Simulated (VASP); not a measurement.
Crystal: Sr.

```
Sr
1.0
    -2.42500    2.42500    2.42500
     2.42500   -2.42500    2.42500
     2.42500    2.42500   -2.42500
Sr
1
Cartesian
  0.0000 0.0000 0.0000
```

This isn't the form of Sr at room conditions, which is fcc.

- Program: VASP 6.6.1
- Task: relaxation of cell and atoms
- Functional: PBE
- Potentials or basis: VASP PAW PBE potentials, release 64 (Sr_sv)
- Cutoff: 600 eV
- k mesh: 12 × 12 × 12
- Occupations: gaussian, width 0.1 eV
- Spin: no spin polarisation

At the start: pressure -0.6 GPa; volume 57.04 Å³/atom.

Task: How do energy, volume and symmetry change on relaxing?

Result: Over 3 steps the energy falls by 6.3 meV/atom and the volume is 53.91 Å³/atom (-5.5 %); space group Im-3m (No. 229, to 0.1 Å) before and after.

The path:
```tsv
step	energy change (eV)	largest force (eV/Å)	pressure (GPa)	volume (Å³)
1	0.0000	0.0000	-0.60	57.04
2	-0.0050	0.0000	-0.29	55.29
3	-0.0063	0.0000	-0.01	53.91
```

Final structure:
```xyz
1
Lattice="-2.3798 2.3798 2.3798 2.3798 -2.3798 2.3798 2.3798 2.3798 -2.3798" Properties=species:S:1:pos:R:3 pbc="T T T"
Sr    0.0000    0.0000    0.0000
```
